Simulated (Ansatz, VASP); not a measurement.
# AgI: VASP beside Ansatz

The input INCAR:

```
SYSTEM = AgI
ALGO = Normal ; EDIFF = 1E-6
ENCUT = 500 ; GGA = PE
GGA_COMPAT = .FALSE. ; ISIF = 2
ISMEAR = 0 ; LASPH = .TRUE.
LCHARG = .FALSE. ; LREAL = .FALSE.
LWAVE = .FALSE. ; NBANDS = 16
NELM = 120 ; PREC = Accurate
SIGMA = 0.01
```

Contents of KPOINTS:

```
k-points
0
G
  8 8 8
  0 0 0
```

Contents of POSCAR:

```
AgI
1.0
   -2.3243249426      2.3243249426      3.2907521056
    2.3243249426     -2.3243249426      3.2907521056
    2.3243249426      2.3243249426     -3.2907521056
Ag I
1 1
Direct
    0.2500000000      0.7500000000      0.5000000000
    0.0000000000      0.0000000000      0.0000000000
```

Input for Ansatz:

```yaml
crystal:
  lattice:
    - [-2.3243249426, 2.3243249426, 3.2907521056]
    - [2.3243249426, -2.3243249426, 3.2907521056]
    - [2.3243249426, 2.3243249426, -3.2907521056]
  atoms:
    - { symbol: Ag, position: [0.25, 0.75, 0.5] }
    - { symbol: I, position: [0.0, 0.0, 0.0] }
kpoints:
  mp_grid: { grid: [8, 8, 8] }
  band_path:
    path:
      - [0.0, 0.0, 0.0]
      - [0.0, 0.0, 0.5]
      - [0.25, 0.25, 0.25]
      - [0.0, 0.5, 0.0]
      - [0.5, 0.5, -0.5]
      - [0.3747220838, 0.6252779162, -0.3747220838]
      - [-0.3747220838, 0.3747220838, 0.3747220838]
      - [-0.2494441677, 0.2494441677, 0.5]
      - [0.5, 0.5, -0.2494441677]
    npoints: 1
hamiltonian:
  xc: pbe
scf:
  occupations: { method: fixed }
  n_extra_bands: 4
output:
  forces: true
  stress: true
  eigenvalues: true
```

Alike in both runs: task single point; functional PBE; k mesh 8 × 8 × 8; no spin polarisation.

```csv
,VASP,Ansatz
version,VASP 6.6.1,Ansatz 0.2.0
potentials or method,"VASP PAW PBE potentials, release 64 (Ag, I)","plane waves, PAW"
plane-wave cutoff (eV),500,420
occupations,"gaussian, width 0.01 eV",fixed
valence electrons in the cell,18,36
```

```tsv
	VASP	Ansatz	Ansatz less VASP
gap on the k mesh at the Fermi level (eV)	1.34	1.34	-0.003
pressure (GPa)	0.6	0.6	+0.04
```

VASP's potentials hold 18 valence electrons a cell and Ansatz's 36, so a difference there can come from the potentials and not from the codes.

Neither program's run includes spin-orbit coupling.
